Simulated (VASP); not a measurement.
Here is a VASP 6.6.1 calculation.

File INCAR:

```
SYSTEM = Al3H2
PREC = Accurate
ENCUT = 520
EDIFF = 1E-7
ISMEAR = 0
SIGMA = 0.1
LREAL = .False.
LASPH = .True.
NELM = 100
ALGO = Normal
ISIF = 2
LWAVE = .False.
LCHARG = .False.
GGA = PE
NBANDS = 14
```

Contents of KPOINTS:

```
Automatic mesh
0
Gamma
  8 12 6
  0 0 0
```

The input POSCAR:

```
Al3H2
1.0
    4.1111924200      0.0000000000      0.0124685231
    0.0000000000      2.7739637399      0.0000000000
   -0.0286740361      0.0000000000      5.7133218396
Al H
3 2
Direct
    0.9994798337      0.5000000000      0.7375417960
    0.0005201663      0.5000000000      0.2624582040
    0.5000000000      0.0000000000      0.0000000000
    0.2732454874      0.5000000000      0.5006223774
    0.7267545126      0.5000000000      0.4993776226
```

Potentials or basis: VASP PAW PBE potentials, release 64 (Al, H).

Run with:

```bash
$ cat potpaw_PBE.64/Al/POTCAR potpaw_PBE.64/H/POTCAR > POTCAR
$ mpirun -np 1 vasp_std > vasp.out
```

(1) What does it give for the band gap on the k mesh?

(2) Predict the largest force.

(3) Estimate the pressure.

## Answers

(1) zero (an odd number of electrons rules out a gap without spin polarisation).

(2) 0.005 eV/Å.

(3) -0.1 GPa.
